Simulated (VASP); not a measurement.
# TaC (Fm-3m) in VASP: single point with PBE

Aim: the single point of TaC with PBE.

Everything below comes from runs of VASP 6.6.1. Logs are shortened: lines on timing, memory, paths and dates and some standing lists are left out, and cuts for length are marked.

### 1 The cell of the first run

It takes space group Fm-3m (No. 225, cubic). The conventional cell has a = 4.446 Å, b = 4.446 Å, c = 4.446 Å, α = 90.00°, β = 90.00°, γ = 90.00°. Within 2.9 Å of Ta (site symmetry m-3m) lie 6 C at 2.22 Å. C (site symmetry m-3m) has 6 Ta at 2.22 Å within 2.9 Å.

### 2 Single point, PBE

The input, INCAR:

```
PREC     = Accurate       # precision mode
ENCUT    = 600            # plane-wave cutoff, eV
EDIFF    = 1E-6           # SCF threshold, eV
ISMEAR   = -1             # smearing method
SIGMA    = 0.05           # smearing width, eV
LREAL    = F              # projectors in reciprocal space
LASPH    = T              # aspherical terms in the spheres
NELM     = 120            # most SCF steps
ALGO     = Normal         # electronic algorithm
ISIF     = 2              # what is computed and relaxed
LWAVE    = F              # write WAVECAR
LCHARG   = F              # write CHGCAR
GGA      = PE             # functional
NBANDS   = 14             # bands
GGA_COMPAT= F
```

The input, KPOINTS:

```
Automatic mesh
0
Gamma
  9 9 9
```

The input, POSCAR:

```
TaC
1.0
    0.0000000000      2.2230000000      2.2230000000
    2.2230000000      0.0000000000      2.2230000000
    2.2230000000      2.2230000000      0.0000000000
Ta C
1 1
Direct
    0.0000000000      0.0000000000      0.0000000000
    0.5000000000      0.5000000000      0.5000000000
```

Potentials or basis: VASP PAW PBE potentials, release 64 (Ta_pv, C).

The run is started by

```
$ cat potpaw_PBE.64/Ta_pv/POTCAR potpaw_PBE.64/C/POTCAR > POTCAR
$ mpirun -np 1 vasp_std > vasp.out
```

OUTCAR:

```text
PREC = Accurate
   ENCUT = 600
   EDIFF = 1E-6
   ISMEAR = -1
   LREAL = F
   LASPH = T
   NELM = 120
   ISIF = 2
   GGA = PE

 ion  position               nearest neighbor table
   1  0.000  0.000  0.000-   2 2.22   2 2.22   2 2.22   2 2.22   2 2.22   2 2.22
   2  0.500  0.500  0.500-   1 2.22   1 2.22   1 2.22   1 2.22   1 2.22   1 2.22

  LATTYP: Found a face centered cubic cell.
 ALAT       =     4.4460000000

  Lattice vectors:

 A1 = (   0.0000000000,   2.2230000000,   2.2230000000)
 A2 = (   2.2230000000,   0.0000000000,   2.2230000000)
 A3 = (   2.2230000000,   2.2230000000,   0.0000000000)

Analysis of symmetry for initial positions (statically):
=====================================================================
 Subroutine PRICEL returns:
 Original cell was already a primitive cell.

 Routine SETGRP: Setting up the symmetry group for a
 face centered cubic supercell.

 Subroutine GETGRP returns: Found 48 space group operations
 (whereof 48 operations were pure point group operations)
 out of a pool of 48 trial point group operations.

The static configuration has the point symmetry O_h .

Analysis of symmetry for dynamics (positions and initial velocities):
=====================================================================
 Subroutine PRICEL returns:
 Original cell was already a primitive cell.

 Routine SETGRP: Setting up the symmetry group for a
 face centered cubic supercell.

 Subroutine GETGRP returns: Found 48 space group operations
 (whereof 48 operations were pure point group operations)
 out of a pool of 48 trial point group operations.

The dynamic configuration has the point symmetry O_h .

 Subroutine INISYM returns: Found 48 space group operations
 (whereof 48 operations are pure point group operations),
 and found     1 'primitive' translations

----------------------------------------------------------------------------------------

                                     Primitive cell

  volume of cell :      21.9709

  direct lattice vectors                    reciprocal lattice vectors
     0.000000000  2.223000000  2.223000000    -0.224921278  0.224921278  0.224921278
     2.223000000  0.000000000  2.223000000     0.224921278 -0.224921278  0.224921278
     2.223000000  2.223000000  0.000000000     0.224921278  0.224921278 -0.224921278

  length of vectors
     3.143796749  3.143796749  3.143796749     0.389575080  0.389575080  0.389575080

  position of ions in fractional coordinates (direct lattice)
     0.000000000  0.000000000  0.000000000
     0.500000000  0.500000000  0.500000000

  ion indices of the primitive-cell ions
   primitive index   ion index
                 1           1
                 2           2

----------------------------------------------------------------------------------------

 KPOINTS: Automatic mesh

Automatic generation of k-mesh.
 Grid dimensions read from file:
 generate k-points for:    9    9    9

 Generating k-lattice:

  Cartesian coordinates                     Fractional coordinates (reciprocal lattice)
    -0.024991253  0.024991253  0.024991253     0.111111111  0.000000000  0.000000000
     0.024991253 -0.024991253  0.024991253     0.000000000  0.111111111  0.000000000
     0.024991253  0.024991253 -0.024991253     0.000000000  0.000000000  0.111111111

  Length of vectors
     0.043286120  0.043286120  0.043286120

  Shift w.r.t. Gamma in fractional coordinates (k-lattice)
     0.000000000  0.000000000  0.000000000

 Subroutine IBZKPT returns following result:
 ===========================================

 Found     35 irreducible k-points:

 Following reciprocal coordinates:
            Coordinates               Weight
  0.000000  0.000000  0.000000      1.000000
  0.111111  0.000000  0.000000      8.000000
  0.222222  0.000000  0.000000      8.000000
  0.333333  0.000000  0.000000      8.000000
  0.444444  0.000000  0.000000      8.000000
  0.111111  0.111111  0.000000      6.000000
[... 16 lines left out ...]
 -0.333333  0.333333  0.000000     12.000000
  0.444444  0.444444  0.000000      6.000000
 [... further k-points ...]
   k-points           NKPTS =     35   k-points in BZ     NKDIM =     35   number of bands    NBANDS=     14
   number of dos      NEDOS =    301   number of ions     NIONS =      2
   total plane-waves  NPLWV =  21952
   dimension x,y,z NGX =    28 NGY =   28 NGZ =   28
   dimension x,y,z NGXF=    56 NGYF=   56 NGZF=   56
   ions per type =               1   1
   NGX,Y,Z   is equivalent  to a cutoff of  14.81, 14.81, 14.81 a.u.
   NGXF,Y,Z  is equivalent  to a cutoff of  29.61, 29.61, 29.61 a.u.
 SYSTEM =  unknown system
   PREC   = accura    normal or accurate (medium, high low for compatibility)
   ISTART =      0    job   : 0-new  1-cont  2-samecut
   ICHARG =      2    charge: 1-file 2-atom 10-const
   ISPIN  =      1    spin polarized calculation?
   LNONCOLLINEAR =      F non collinear calculations
   LSORBIT =      F    spin-orbit coupling
   LASPH  =      T    aspherical Exc in radial PAW
   ENCUT  =  600.0 eV  44.10 Ry    6.64 a.u.   6.28  6.28  6.28*2*pi/ulx,y,z
   NELM   =    120;   NELMIN=  2; NELMDL= -5     # of ELM steps
   EDIFF  = 0.1E-05   stopping-criterion for ELM
   LREAL  =      F    real-space projection
   EDIFFG = 0.1E-04   stopping-criterion for IOM
   NSW    =      0    number of steps for IOM
   IBRION =     -1    ionic relax: 0-MD 1-quasi-New 2-CG
   NFREE  =      0    steps in history (QN), initial steepest desc. (CG)
   ISIF   =      2    stress and relaxation
   ISYM   =      2    0-nonsym 1-usesym 2-fastsym
   POTIM  = 0.5000    time-step for ionic-motion
   TEBEG  =    0.0;   TEEND  =   0.0 temperature during run
   PSTRESS=    0.0 pullay stress
   NELECT =      15.0000    total number of electrons
   NUPDOWN=      -1.0000    fix difference up-down
   EMIN   =  10.00;   EMAX   =-10.00  energy-range for DOS
   EFERMI =   0.00;   METHOD = LEGACY
   ISMEAR =    -1;   SIGMA  =   0.05  broadening in eV -4-tet -1-fermi 0-gaus
   EFERMI_NEDOS =   21; number of points for ismear=-14 and -15
   IALGO  =     38    algorithm
   IMIX   =      4    mixing-type and parameters
     AMIX     =   0.40;   BMIX     =  1.00
     AMIX_MAG =   1.60;   BMIX_MAG =  1.00
  volume/ion in A,a.u.               =      10.99        74.13
  Fermi-wavevector in a.u.,A,eV,Ry     =   1.441526  2.724089 28.272865  2.077997
  Thomas-Fermi vector in A             =   2.560148
   LORBIT       =      0    0 simple, 1 ext, 2 COOP (PROOUT), +10 PAW based schemes
   GGA     = PE    functional components
   LHFCALC =     F    Hartree Fock is set to
   AEXX    =    0.0000 exact exchange contribution
   IVDW    =     0    specifies the selected vdW correction
   LEPSILON=     F    determine dielectric tensor
   LRPA    =     F    only Hartree local field effects (RPA)
 non-spin polarized calculation
  energy-cutoff  :      600.00
  volume of cell :       21.97
 maximum number of plane-waves:       751
 NGX is ok and might be reduce to    28
   NGX = 13   NGY = 13   NGZ = 13

 number of electron      14.9999999 magnetization

 Free energy of the ion-electron system (eV)
  ---------------------------------------------------
  ext. energy  EPLUGINS =         0.00000000
  ---------------------------------------------------
  free energy    TOTEN  =       -22.18556314 eV

  energy without entropy =      -22.17472952  energy(sigma->0) =      -22.18014633

 E-fermi :   8.4190     XC(G=0): -13.2357

 val. band max:        8.3420181985   @ k =  -0.3333   0.4444   0.1111
 cond. band min:       8.4471298576   @ k =   0.4444   0.2222   0.1111
 fundamental gap:      0.1051116591
 Fermi energy:         8.4189662886

 k-point     1 :       0.0000    0.0000    0.0000
  band No.  band energies     occupation
      1     -26.6083      2.00000
      2     -26.6083      2.00000
      3     -26.6083      2.00000
      4      -6.3950      2.00000
      5       7.1074      2.00000
      6       7.1074      2.00000
      7       7.1074      2.00000
      8       7.9917      1.99961
      9       7.9917      1.99961
     10       7.9917      1.99961
     11       9.1130      0.00000
     12       9.1130      0.00000
     13      15.1179      0.00000
     14      18.5130      0.00000

 k-point     2 :       0.1111    0.0000    0.0000
  band No.  band energies     occupation
      1     -26.6987      2.00000
      2     -26.6174      2.00000
      3     -26.6174      2.00000
      4      -6.0470      2.00000
      5       5.7177      2.00000
      6       6.1910      2.00000
      7       6.1910      2.00000
      8       7.7069      2.00000
      9       7.7069      2.00000
     10       8.6878      0.00921
     11      11.0082      0.00000
     12      11.0082      0.00000
     13      15.7557      0.00000
     14      19.3720      0.00000

 k-point     3 :       0.2222    0.0000    0.0000
  band No.  band energies     occupation
      1     -26.9210      2.00000
      2     -26.6402      2.00000
      3     -26.6402      2.00000
      4      -5.0860      2.00000
      5       3.7067      2.00000
      6       4.6567      2.00000
      7       4.6567      2.00000
      8       8.5856      0.06891
      9       8.5856      0.06891
     10       9.3190      0.00000
     11      13.6265      0.00000
     12      13.6265      0.00000
     13      16.9330      0.00000
     14      21.1513      0.00000
[... 324 lines left out ...]
 k-point    23 :      -0.3333    0.3333    0.0000
  band No.  band energies     occupation
      1     -27.0933      2.00000
      2     -27.0710      2.00000
      3     -26.7625      2.00000
      4      -3.0729      2.00000
      5       1.7061      2.00000
      6       3.4598      2.00000
      7       3.9566      2.00000
      8       9.0611      0.00001
      9      10.9945      0.00000
     10      12.2745      0.00000
     11      14.3189      0.00000
     12      16.5356      0.00000
     13      19.7132      0.00000
     14      20.8190      0.00000

 k-point    24 :       0.4444    0.4444    0.0000
  band No.  band energies     occupation
      1     -27.2383      2.00000
      2     -26.8551      2.00000
      3     -26.8551      2.00000
      4      -4.2536      2.00000
      5       3.5621      2.00000
      6       3.9390      2.00000
      7       6.6270      2.00000
      8       6.6270      2.00000
      9      11.0153      0.00000
     10      12.6242      0.00000
     11      12.6242      0.00000
     12      15.9698      0.00000
     13      16.4622      0.00000
     14      20.6894      0.00000

 [... further k-points ...]
[... 5 lines left out ...]
  --------------------------------------------------------------------------------------
  -------------------------------------------------------------------------------------
  Total        1.0362172      1.0362172      1.0362172      0.0000000      0.0000000      0.0000000
  in kB       75.5636582     75.5636582     75.5636582      0.0000000      0.0000000      0.0000000
  external PRESSURE =      75.5636582 kB  Pullay stress =       0.0000000 kB

 VOLUME and BASIS-vectors are now :
 -----------------------------------------------------------------------------
  energy-cutoff  :      600.00
  volume of cell :       21.97
      direct lattice vectors                 reciprocal lattice vectors
     0.000000000  2.223000000  2.223000000    -0.224921278  0.224921278  0.224921278
     2.223000000  0.000000000  2.223000000     0.224921278 -0.224921278  0.224921278
     2.223000000  2.223000000  0.000000000     0.224921278  0.224921278 -0.224921278

 POSITION                                       TOTAL-FORCE (eV/Angst)
 -----------------------------------------------------------------------------------
      0.00000      0.00000      0.00000         0.000000      0.000000     -0.000000
      2.22300      2.22300      2.22300         0.000000      0.000000      0.000000
 -----------------------------------------------------------------------------------
    total drift:                                0.000000      0.000000      0.000000

  FREE ENERGIE OF THE ION-ELECTRON SYSTEM (eV)
  ---------------------------------------------------
  free  energy   TOTEN  =       -22.1855631422 eV

  energy  without entropy=      -22.1747295192  energy(sigma->0) =      -22.18014633
```

Wall time 9.9 s (1 thread of AMD EPYC 9R45 (Zen 5), shared host); peak memory 0.13 GiB.

What came out:

```
Free energy : -22.1856 eV
Pressure    : 7.6 GPa
```

Caveat: spin-orbit coupling is left out, which moves the levels of the heavy elements.
